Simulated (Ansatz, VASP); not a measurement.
## KTaSe3: VASP beside Ansatz

```
K Ta Se
1.0
     4.90116    0.00000    0.00000
     0.00000    4.90116    0.00000
     0.00000    0.00000    4.90116
K Ta Se
1 1 3
Direct
  0.00000 0.00000 0.00000
  0.50000 0.50000 0.50000
  0.00000 0.50000 0.50000
  0.50000 0.00000 0.50000
  0.50000 0.50000 0.00000
```

Alike in both runs: task single point; functional PBE; k mesh 8 × 8 × 8; occupations gaussian, width 0.1 eV; no spin polarisation.

|  | VASP | Ansatz |
| --- | --- | --- |
| version | VASP 6.6.1 | Ansatz 0.2.0 |
| potentials or method | VASP PAW PBE potentials, release 64 (K_sv, Ta_pv, Se), cutoff 520 eV | scalar-relativistic, plane waves, PAW |
| valence electrons in the cell | 38 | 70 |

```csv
,VASP,Ansatz,Ansatz less VASP
gap on the k mesh at the Fermi level (eV),none,none,-
pressure (GPa),11.4,11.2,-0.24
```

A gap of «none» marks a metal or a gap that the smearing closes. VASP's potentials hold 38 valence electrons a cell and Ansatz's 70, so a difference there can come from the potentials and not from the codes.

Neither program's run includes spin-orbit coupling.
